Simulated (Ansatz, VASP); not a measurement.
## P: VASP beside Ansatz

Contents of INCAR:

```
  ALGO = Normal
  EDIFF = 1E-7
  ENCUT = 520
  GGA = PS
  ISIF = 2
  ISMEAR = 0
  LASPH = T
  LCHARG = F
  LREAL = F
  LWAVE = F
  NBANDS = 8
  NELM = 60
  PREC = Accurate
  SIGMA = 0.15
```

Contents of KPOINTS:

```
k-points
0
Gamma
  12 12 12
```

The input POSCAR:

```
P
1.0
    4.0592596145      0.0000000000      0.0000000000
    0.0000000000      4.0592596145      0.0000000000
    0.0000000000      0.0000000000      4.5969000000
P
1
Direct
    0.0000000000      0.0000000000      0.0000000000
```

Input for Ansatz:

```yaml
crystal:
  lattice:
    - [4.0592596145, 0.0, 0.0]
    - [0.0, 4.0592596145, 0.0]
    - [0.0, 0.0, 4.5969]
  atoms:
    - { symbol: P, position: [0.0, 0.0, 0.0] }
basis:
  ecutwfc: 420
kpoints:
  mp_grid: { grid: [12, 12, 12] }
hamiltonian:
  xc: pbesol
scf:
  occupations: { method: gaussian, width: 0.15 }
output:
  forces: true
  stress: true
  eigenvalues: true
  write_density: true
  write_potential: true
  elf: true
  volumetric_format: npy
```

Change from the starting cell: strain -0.050 along x and y, +0.050 along z, atoms carried along.

Alike in both runs: task single point; functional PBEsol; k mesh 12 × 12 × 12; occupations gaussian, width 0.15 eV; no spin polarisation.

|  | VASP | Ansatz |
| --- | --- | --- |
| version | VASP 6.6.1 | Ansatz 0.2.0 |
| potentials or method | VASP PAW PBE potentials, release 64 (P), cutoff 520 eV | scalar-relativistic, plane waves, PAW |
| valence electrons in the cell | 5 | 5 |

|  | VASP | Ansatz | Ansatz less VASP |
| --- | --- | --- | --- |
| gap on the k mesh at the Fermi level (eV) | none | none | - |
| pressure (GPa) | -4.4 | -4.4 | +0.01 |
| traceless stress, the component that is largest in VASP (GPa) | 1.59 | 1.59 | +0.001 |

VASP's potentials were made for PBE, not for PBEsol. A gap of «none» marks a metal or a gap that the smearing closes.
